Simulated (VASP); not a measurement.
Set up this calculation in VASP 6.6.1, as the native input.

```
Task                   : relaxation of cell and atoms
Functional             : PBE
Potentials or basis    : VASP PAW PBE potentials, release 64 (Be, S)
Cutoff                 : 600 eV
k mesh                 : 10 × 10 × 4
Occupations            : gaussian, width 0.1 eV
Spin                   : no spin polarisation
Dipole correction      : no
Further INCAR settings : ALGO = Normal; EDIFF = 1e-07; IBRION = 2; EDIFFG = -0.01; NSW = 100; ISIF = 3
```

The structure of Be7S lies in POSCAR:

```
Be7S
1.0
    3.1359579552      0.0000000000      0.0000000000
    0.0000000000      3.1359579552      0.0000000000
    0.0000000000      0.0000000000      8.5425994444
Be S
7 1
Direct
    0.0000000000      0.5000000000      0.6708493694
    0.5000000000      0.5000000000      0.0000000000
    0.5000000000      0.0000000000      0.6708493694
    0.0000000000      0.5000000000      0.3291506306
    0.5000000000      0.0000000000      0.3291506306
    0.0000000000      0.0000000000      0.5000000000
    0.5000000000      0.5000000000      0.5000000000
    0.0000000000      0.0000000000      0.0000000000
```

One way to write it, as run:

INCAR

```
SYSTEM = Be7S
PREC = Accurate ; ENCUT = 600
EDIFF = 1E-7 ; ISMEAR = 0
SIGMA = 0.1 ; LREAL = .FALSE.
LASPH = .TRUE. ; NELM = 60
ALGO = Normal ; ISIF = 3
LWAVE = .FALSE. ; LCHARG = .FALSE.
GGA = PE ; IBRION = 2
NSW = 100 ; EDIFFG = -0.01
```

KPOINTS

```
regular mesh
0
G
  10 10 4
  0 0 0
```

Potentials or basis: VASP PAW PBE potentials, release 64 (Be, S).

The run is started by

```console
$ cat potpaw_PBE.64/Be/POTCAR potpaw_PBE.64/S/POTCAR > POTCAR
$ mpirun -np 1 vasp_std > vasp.out
```

Results of the run:

```
Pressure after relaxing      : 0.1 GPa
Largest force after relaxing : 0.009 eV/Å
Band gap on the k mesh       : zero (bands 10 and 11 overlap by 2.16 eV)
```

Caveat: the relaxation stopped at its first step, so nothing moved.

Run time: 51 s on 1 thread of Intel(R) Xeon(R) 6975P-C (Granite Rapids) (shared host), peak memory 0.26 GiB.
